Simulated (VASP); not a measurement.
# PbSe (sol) (Fm-3m) in VASP: further runs, part 2 of 2

VASP 6.6.1. The steps go on from the part before.

### 3 Single point, PBEsol

This run uses another cell than the first one, of 28.41 Å³/atom, 0.990 times its volume.

File INCAR:

```
  PREC = Accurate
  ENCUT = 520
  EDIFF = 1E-7
  ISMEAR = 0
  SIGMA = 0.01
  LREAL = False
  LASPH = True
  NELM = 60
  ALGO = Normal
  ISIF = 2
  LWAVE = False
  LCHARG = False
  GGA = PS
  NBANDS = 17
```

File KPOINTS:

```
regular mesh
0
Gamma
  8 8 8
```

File POSCAR:

```
PbSe
1.0
    0.0000000000      3.0512721129      3.0512721129
    3.0512721129      0.0000000000      3.0512721129
    3.0512721129      3.0512721129      0.0000000000
Pb Se
1 1
Direct
    0.0000000000      0.0000000000      0.0000000000
    0.5000000000      0.5000000000      0.5000000000
```

Potentials or basis: VASP PAW PBE potentials, release 64 (Pb_d, Se).

The run is started by

```sh
$ cat potpaw_PBE.64/Pb_d/POTCAR potpaw_PBE.64/Se/POTCAR > POTCAR
$ mpirun -np 1 vasp_std > vasp.out
```

OUTCAR:

```text
PREC = Accurate
   ENCUT = 520
   EDIFF = 1E-7
   ISMEAR = 0
   LREAL = False
   LASPH = True
   NELM = 60
   ISIF = 2
   GGA = PS

 ion  position               nearest neighbor table
   1  0.000  0.000  0.000-   2 3.05   2 3.05   2 3.05   2 3.05   2 3.05   2 3.05
   2  0.500  0.500  0.500-   1 3.05   1 3.05   1 3.05   1 3.05   1 3.05   1 3.05

  LATTYP: Found a face centered cubic cell.
 ALAT       =     6.1025442258

  Lattice vectors:

 A1 = (   0.0000000000,   3.0512721129,   3.0512721129)
 A2 = (   3.0512721129,   0.0000000000,   3.0512721129)
 A3 = (   3.0512721129,   3.0512721129,   0.0000000000)

Analysis of symmetry for initial positions (statically):
=====================================================================
 Subroutine PRICEL returns:
 Original cell was already a primitive cell.

 Routine SETGRP: Setting up the symmetry group for a
 face centered cubic supercell.

 Subroutine GETGRP returns: Found 48 space group operations
 (whereof 48 operations were pure point group operations)
 out of a pool of 48 trial point group operations.

The static configuration has the point symmetry O_h .

Analysis of symmetry for dynamics (positions and initial velocities):
=====================================================================
 Subroutine PRICEL returns:
 Original cell was already a primitive cell.

 Routine SETGRP: Setting up the symmetry group for a
 face centered cubic supercell.

 Subroutine GETGRP returns: Found 48 space group operations
 (whereof 48 operations were pure point group operations)
 out of a pool of 48 trial point group operations.

The dynamic configuration has the point symmetry O_h .

 Subroutine INISYM returns: Found 48 space group operations
 (whereof 48 operations are pure point group operations),
 and found     1 'primitive' translations

----------------------------------------------------------------------------------------

                                     Primitive cell

  volume of cell :      56.8163

  direct lattice vectors                    reciprocal lattice vectors
     0.000000000  3.051272113  3.051272113    -0.163866080  0.163866080  0.163866080
     3.051272113  0.000000000  3.051272113     0.163866080 -0.163866080  0.163866080
     3.051272113  3.051272113  0.000000000     0.163866080  0.163866080 -0.163866080

  length of vectors
     4.315150405  4.315150405  4.315150405     0.283824376  0.283824376  0.283824376

  position of ions in fractional coordinates (direct lattice)
     0.000000000  0.000000000  0.000000000
     0.500000000  0.500000000  0.500000000

  ion indices of the primitive-cell ions
   primitive index   ion index
                 1           1
                 2           2

----------------------------------------------------------------------------------------

 KPOINTS: regular mesh

Automatic generation of k-mesh.
 Grid dimensions read from file:
 generate k-points for:    8    8    8

 Generating k-lattice:

  Cartesian coordinates                     Fractional coordinates (reciprocal lattice)
    -0.020483260  0.020483260  0.020483260     0.125000000  0.000000000  0.000000000
     0.020483260 -0.020483260  0.020483260     0.000000000  0.125000000  0.000000000
     0.020483260  0.020483260 -0.020483260     0.000000000  0.000000000  0.125000000

  Length of vectors
     0.035478047  0.035478047  0.035478047

  Shift w.r.t. Gamma in fractional coordinates (k-lattice)
     0.000000000  0.000000000  0.000000000

 Subroutine IBZKPT returns following result:
 ===========================================

 Found     29 irreducible k-points:

 Following reciprocal coordinates:
            Coordinates               Weight
  0.000000  0.000000  0.000000      1.000000
  0.125000  0.000000  0.000000      8.000000
  0.250000  0.000000  0.000000      8.000000
  0.375000  0.000000  0.000000      8.000000
  0.500000  0.000000  0.000000      4.000000
  0.125000  0.125000  0.000000      6.000000
[... 16 lines left out ...]
  0.500000  0.250000  0.125000     48.000000
 -0.375000  0.250000  0.125000     24.000000
 [... further k-points ...]
   k-points           NKPTS =     29   k-points in BZ     NKDIM =     29   number of bands    NBANDS=     17
   number of dos      NEDOS =    301   number of ions     NIONS =      2
   total plane-waves  NPLWV =  32768
   dimension x,y,z NGX =    32 NGY =   32 NGZ =   32
   dimension x,y,z NGXF=    64 NGYF=   64 NGZF=   64
   ions per type =               1   1
   NGX,Y,Z   is equivalent  to a cutoff of  12.33, 12.33, 12.33 a.u.
   NGXF,Y,Z  is equivalent  to a cutoff of  24.66, 24.66, 24.66 a.u.
 SYSTEM =  unknown system
   PREC   = accura    normal or accurate (medium, high low for compatibility)
   ISTART =      0    job   : 0-new  1-cont  2-samecut
   ICHARG =      2    charge: 1-file 2-atom 10-const
   ISPIN  =      1    spin polarized calculation?
   LNONCOLLINEAR =      F non collinear calculations
   LSORBIT =      F    spin-orbit coupling
   LASPH  =      T    aspherical Exc in radial PAW
   ENCUT  =  520.0 eV  38.22 Ry    6.18 a.u.   8.02  8.02  8.02*2*pi/ulx,y,z
   NELM   =     60;   NELMIN=  2; NELMDL= -5     # of ELM steps
   EDIFF  = 0.1E-06   stopping-criterion for ELM
   LREAL  =      F    real-space projection
   EDIFFG = 0.1E-05   stopping-criterion for IOM
   NSW    =      0    number of steps for IOM
   IBRION =     -1    ionic relax: 0-MD 1-quasi-New 2-CG
   NFREE  =      0    steps in history (QN), initial steepest desc. (CG)
   ISIF   =      2    stress and relaxation
   ISYM   =      2    0-nonsym 1-usesym 2-fastsym
   POTIM  = 0.5000    time-step for ionic-motion
   TEBEG  =    0.0;   TEEND  =   0.0 temperature during run
   PSTRESS=    0.0 pullay stress
   NELECT =      20.0000    total number of electrons
   NUPDOWN=      -1.0000    fix difference up-down
   EMIN   =  10.00;   EMAX   =-10.00  energy-range for DOS
   EFERMI =   0.00;   METHOD = LEGACY
   ISMEAR =     0;   SIGMA  =   0.01  broadening in eV -4-tet -1-fermi 0-gaus
   EFERMI_NEDOS =   21; number of points for ismear=-14 and -15
   IALGO  =     38    algorithm
   IMIX   =      4    mixing-type and parameters
     AMIX     =   0.40;   BMIX     =  1.00
     AMIX_MAG =   1.60;   BMIX_MAG =  1.00
  volume/ion in A,a.u.               =      28.41       191.71
  Fermi-wavevector in a.u.,A,eV,Ry     =   1.155919  2.184369 18.179392  1.336148
  Thomas-Fermi vector in A             =   2.292543
   LORBIT       =      0    0 simple, 1 ext, 2 COOP (PROOUT), +10 PAW based schemes
   GGA     = PS    functional components
   LHFCALC =     F    Hartree Fock is set to
   AEXX    =    0.0000 exact exchange contribution
   IVDW    =     0    specifies the selected vdW correction
   LEPSILON=     F    determine dielectric tensor
   LRPA    =     F    only Hartree local field effects (RPA)
 non-spin polarized calculation
 Gauss-broadening in eV      SIGMA  =   0.01
  energy-cutoff  :      520.00
  volume of cell :       56.82
 maximum number of plane-waves:      1543
   NGX = 17   NGY = 17   NGZ = 17

 number of electron      20.0000003 magnetization

 Free energy of the ion-electron system (eV)
  ---------------------------------------------------
  ext. energy  EPLUGINS =         0.00000000
  ---------------------------------------------------
  free energy    TOTEN  =        -8.91761265 eV

  energy without entropy =       -8.91761265  energy(sigma->0) =       -8.91761265

 E-fermi :   5.0991     XC(G=0):  -9.7615

 val. band max:        5.0324626840   @ k =   0.5000   0.0000   0.0000
 cond. band min:       5.2039362225   @ k =   0.5000   0.0000   0.0000
 fundamental gap:      0.1714735385
 Fermi energy:         5.0991128544

 k-point     1 :       0.0000    0.0000    0.0000
  band No.  band energies     occupation
      1     -11.7363      2.00000
      2     -11.7363      2.00000
      3     -11.7363      2.00000
      4     -11.7352      2.00000
      5     -11.7352      2.00000
      6      -8.6604      2.00000
[... 9 lines left out ...]
     16      11.4535      0.00000
     17      12.9986      0.00000

 k-point     2 :       0.1250    0.0000    0.0000
  band No.  band energies     occupation
      1     -11.7392      2.00000
      2     -11.7392      2.00000
      3     -11.7358      2.00000
      4     -11.7310      2.00000
      5     -11.7310      2.00000
      6      -8.5392      2.00000
[... 9 lines left out ...]
     16      11.8024      0.00000
     17      14.1856      0.00000
[... 421 lines left out ...]
 k-point    24 :      -0.3750    0.2500    0.1250
  band No.  band energies     occupation
      1     -11.7969      2.00000
      2     -11.7481      2.00000
      3     -11.7253      2.00000
      4     -11.7146      2.00000
      5     -11.6985      2.00000
      6      -7.3579      2.00000
[... 9 lines left out ...]
     16      15.8317      0.00000
     17      15.8760      0.00000

 [... further k-points ...]
[... 5 lines left out ...]
  --------------------------------------------------------------------------------------
  -------------------------------------------------------------------------------------
  Total       -0.0010641     -0.0010641     -0.0010641     -0.0000000      0.0000000     -0.0000000
  in kB       -0.0300080     -0.0300080     -0.0300080     -0.0000000      0.0000000     -0.0000000
  external PRESSURE =      -0.0300080 kB  Pullay stress =       0.0000000 kB

 VOLUME and BASIS-vectors are now :
 -----------------------------------------------------------------------------
  energy-cutoff  :      520.00
  volume of cell :       56.82
      direct lattice vectors                 reciprocal lattice vectors
     0.000000000  3.051272113  3.051272113    -0.163866080  0.163866080  0.163866080
     3.051272113  0.000000000  3.051272113     0.163866080 -0.163866080  0.163866080
     3.051272113  3.051272113  0.000000000     0.163866080  0.163866080 -0.163866080

 POSITION                                       TOTAL-FORCE (eV/Angst)
 -----------------------------------------------------------------------------------
      0.00000      0.00000      0.00000         0.000000      0.000000     -0.000000
      3.05127      3.05127      3.05127         0.000000     -0.000000      0.000000
 -----------------------------------------------------------------------------------
    total drift:                                0.000000     -0.000000     -0.000000

  FREE ENERGIE OF THE ION-ELECTRON SYSTEM (eV)
  ---------------------------------------------------
  free  energy   TOTEN  =        -8.9176126469 eV

  energy  without entropy=       -8.9176126469  energy(sigma->0) =       -8.91761265
```

stdout:

```text
POSCAR found type information on POSCAR PbSe
 POSCAR found :  2 types and       2 ions
 scaLAPACK will be used
 -----------------------------------------------------------------------------
|                                                                             |
|                                                                             |
|     You enforced a specific xc type in the INCAR file but a different       |
|     I HOPE YOU KNOW WHAT YOU ARE DOING!                                     |
|                                                                             |
 -----------------------------------------------------------------------------

 LDA part: xc-table for (Slater+PW92), standard interpolation
 POSCAR, INCAR and KPOINTS ok, starting setup
 FFT: planning ... GRIDC
 FFT: planning ... GRID_SOFT
 FFT: planning ... GRID
 WAVECAR not read
 entering main loop
```

It took 18 s on 1 thread of Intel Xeon Platinum 8259CL at 2.50GHz (Skylake/Cascade Lake), shared host; peak memory 0.19 GiB.

What came out:

```yaml
Free_energy: -8.9176 eV
Pressure: 0.0 GPa
Band_gap_on_the_k_mesh: 0.17 eV, direct
```

Caveat: the PAW data sets were made with another functional, which shifts forces and pressure a little; spin-orbit coupling is left out, which moves the levels of the heavy elements. A k mesh can miss the band edges.

### 4 Single point, PBEsol

This run uses another cell than the first one, of 28.41 Å³/atom, 0.990 times its volume.

File INCAR:

```
SYSTEM = PbSe
PREC = Accurate ; ENCUT = 520
EDIFF = 1E-6 ; ISMEAR = 0
SIGMA = 0.01 ; LREAL = .FALSE.
LASPH = .TRUE. ; NELM = 100
ALGO = Normal ; ISIF = 2
LWAVE = .FALSE. ; LCHARG = .FALSE.
GGA = PS ; NBANDS = 17
```

File KPOINTS:

```
regular mesh
0
G
  8 8 8
  0 0 0
```

POSCAR is that of step 3.

The run is started by

```sh
$ cat potpaw_PBE.64/Pb_d/POTCAR potpaw_PBE.64/Se/POTCAR > POTCAR
$ mpirun -np 1 vasp_std > vasp.out
```

Wall time 16 s (1 thread of Intel Xeon Platinum 8259CL at 2.50GHz (Skylake/Cascade Lake), shared host); peak memory 0.19 GiB.

The run converged. Its results:

* Free energy: -8.9176 eV
* Pressure: 0.0 GPa
* Band gap on the k mesh: 0.17 eV, direct

Levels at points of the mesh, in eV from the valence-band top:
| k point | band 8 | band 9 | band 10 | band 11 | band 12 | band 13 |
| --- | --- | --- | --- | --- | --- | --- |
| (0.00, 0.00, 0.00) | -1.92 | -1.92 | -1.92 | 4.69 | 4.69 | 4.69 |
| (0.50, 0.00, 0.00) | -1.50 | -1.50 | 0.00 | 0.17 | 1.62 | 1.62 |
| (0.50, 0.50, 0.00) | -5.11 | -3.31 | -3.31 | 3.53 | 5.61 | 5.61 |

Caveat: the PAW data sets were made with another functional, which shifts forces and pressure a little; spin-orbit coupling is left out, which moves the levels of the heavy elements.

### 5 Relaxation of cell and atoms, PBEsol

File INCAR:

```
SYSTEM = PbSe
PREC     = Accurate       ! precision mode
ENCUT    = 600            ! plane-wave cutoff, eV
EDIFF    = 1E-6           ! SCF threshold, eV
ISMEAR   = 0              ! smearing method
SIGMA    = 0.01           ! smearing width, eV
LREAL    = .FALSE.        ! projectors in reciprocal space
LASPH    = .TRUE.         ! aspherical terms in the spheres
NELM     = 60             ! most SCF steps
ALGO     = Normal         ! electronic algorithm
ISIF     = 3              ! what is computed and relaxed
LWAVE    = .FALSE.        ! write WAVECAR
LCHARG   = .FALSE.        ! write CHGCAR
GGA      = PS             ! functional
IBRION   = 2              ! ionic algorithm
NSW      = 100            ! ionic steps
EDIFFG   = -0.002         ! ionic threshold
```

File KPOINTS:

```
Automatic mesh
0
G
  8 8 8
  0 0 0
```

File POSCAR:

```
PbSe
1.0
    0.0000000000      3.0620000000      3.0620000000
    3.0620000000      0.0000000000      3.0620000000
    3.0620000000      3.0620000000      0.0000000000
Pb Se
1 1
Direct
    0.0000000000      0.0000000000      0.0000000000
    0.5000000000      0.5000000000      0.5000000000
```

Potentials or basis: VASP PAW PBE potentials, release 64 (Pb_d, Se).

The run is started by

```sh
$ cat potpaw_PBE.64/Pb_d/POTCAR potpaw_PBE.64/Se/POTCAR > POTCAR
$ mpirun -np 1 vasp_std > vasp.out
```

OUTCAR:

```text
SYSTEM = PbSe
   PREC = Accurate
   ENCUT = 600
   EDIFF = 1E-6
   ISMEAR = 0
   LREAL = .FALSE.
   LASPH = .TRUE.
   NELM = 60
   ISIF = 3
   GGA = PS
   IBRION = 2
   NSW = 100
   EDIFFG = -0.002

 ion  position               nearest neighbor table
   1  0.000  0.000  0.000-   2 3.06   2 3.06   2 3.06   2 3.06   2 3.06   2 3.06
   2  0.500  0.500  0.500-   1 3.06   1 3.06   1 3.06   1 3.06   1 3.06   1 3.06

  LATTYP: Found a face centered cubic cell.
 ALAT       =     6.1240000000

  Lattice vectors:

 A1 = (   0.0000000000,   3.0620000000,   3.0620000000)
 A2 = (   3.0620000000,   0.0000000000,   3.0620000000)
 A3 = (   3.0620000000,   3.0620000000,   0.0000000000)

Analysis of symmetry for initial positions (statically):
=====================================================================
[... 260 lines left out ...]
 Fermi energy:         5.0724366442

 k-point     1 :       0.0000    0.0000    0.0000
  band No.  band energies     occupation
      1     -11.7441      2.00000
      2     -11.7441      2.00000
      3     -11.7441      2.00000
      4     -11.7429      2.00000
      5     -11.7429      2.00000
      6      -8.6631      2.00000
      7      -1.3020      2.00000
      8       3.1070      2.00000
      9       3.1070      2.00000
     10       3.1070      2.00000
     11       9.7118      0.00000
     12       9.7118      0.00000
     13       9.7118      0.00000
     14      11.4461      0.00000
[... 377 lines left out ...]
      1     -11.8044      2.00000
      2     -11.7558      2.00000
      3     -11.7331      2.00000
      4     -11.7224      2.00000
      5     -11.7064      2.00000
      6      -7.3629      2.00000
      7      -3.5316      2.00000
      8       1.6914      2.00000
      9       2.0802      2.00000
     10       4.1834      2.00000
     11       6.3315      0.00000
     12       8.4111      0.00000
     13       9.1059      0.00000
     14      12.5378      0.00000

 [... further k-points ...]
[... 5 lines left out ...]
  --------------------------------------------------------------------------------------
  -------------------------------------------------------------------------------------
  Total       -0.0002314     -0.0002314     -0.0002314      0.0000000      0.0000000      0.0000000
  in kB       -0.0065196     -0.0065196     -0.0065196      0.0000000      0.0000000      0.0000000
  external PRESSURE =      -0.0065196 kB  Pullay stress =       0.0000000 kB
[... 17 lines left out ...]
  FREE ENERGIE OF THE ION-ELECTRON SYSTEM (eV)
  ---------------------------------------------------
  free  energy   TOTEN  =        -8.9178059555 eV

  energy  without entropy=       -8.9178059555  energy(sigma->0) =       -8.91780596

 reached required accuracy - stopping structural energy minimisation
```

It took 47 s on 1 thread of Intel Xeon Platinum 8259CL at 2.50GHz (Skylake/Cascade Lake), shared host; peak memory 0.21 GiB.

Results:

| Property | Result |
| --- | --- |
| Free energy | -8.9178 eV |
| Relaxed volume | 28.43 Å³/atom |
| Relaxed cell | a = 4.316 Å, b = 4.316 Å, c = 4.316 Å, α = 60.00°, β = 60.00°, γ = 60.00° |
| Space group after relaxing (to 0.05 Å) | Fm-3m (No. 225) |
| Energy gained by relaxing | 0.5 meV/atom |
| Ionic steps | 3 |
| Pressure after relaxing | 0.0 GPa |
| Band gap on the k mesh | 0.17 eV, direct |

The path:
```tsv
step	energy change (eV)	largest force (eV/Å)	pressure (GPa)	volume (Å³)
1	0.0000	0.0000	-0.53	57.42
2	-0.0008	0.0000	0.21	56.63
3	-0.0009	0.0000	0.00	56.86
```

Final structure:
```
CELL_PARAMETERS angstrom
0.00000 3.05199 3.05199
3.05199 0.00000 3.05199
3.05199 3.05199 0.00000
ATOMIC_POSITIONS crystal
Pb 0.00000 0.00000 0.00000
Se 0.50000 0.50000 0.50000
```

Levels at points of the mesh, in eV from the valence-band top:
| k point | band 7 | band 8 | band 9 | band 10 | band 11 | band 12 | band 13 | band 14 |
| --- | --- | --- | --- | --- | --- | --- | --- | --- |
| (0.00, 0.00, 0.00) | -6.32 | -1.92 | -1.92 | -1.92 | 4.69 | 4.69 | 4.69 | 6.42 |
| (0.50, 0.00, 0.00) | -8.89 | -1.50 | -1.50 | 0.00 | 0.17 | 1.63 | 1.63 | 8.42 |
| (0.50, 0.50, 0.00) | -7.43 | -5.10 | -3.31 | -3.31 | 3.54 | 5.61 | 5.61 | 6.04 |

Caveat: the PAW data sets were made with another functional, which shifts forces and pressure a little; spin-orbit coupling is left out, which moves the levels of the heavy elements. A k mesh can miss the band edges.

### 6 The runs side by side

| task | cell | k mesh | cutoff (eV) | smearing | gap on the mesh (eV) | pressure (GPa) |
| --- | --- | --- | --- | --- | --- | --- |
| single point | a = 4.330 Å, angles 60.0°, 2 atoms | 6 × 6 × 6 | 520 | gaussian 0.1 eV | 0.21 | -0.6 |
| single point | a = 4.315 Å, angles 60.0°, 2 atoms | 8 × 8 × 8 | 520 | gaussian 0.01 eV | 0.17 | 0.0 |
| relaxation of cell and atoms | relaxed from a = 4.330 Å, angles 60.0°, 2 atoms | 8 × 8 × 8 | 600 | gaussian 0.01 eV | 0.17 | 0.0 |

Alike in all rows: level PBEsol; potentials or basis VASP PAW PBE potentials, release 64 (Pb_d, Se); no spin polarisation.

Caveats: the PAW data sets were made with another functional, which shifts forces and pressure a little; spin-orbit coupling is left out, which moves the levels of the heavy elements.

Total energies depend on the potentials used, so only differences within one code and one set of settings carry meaning.
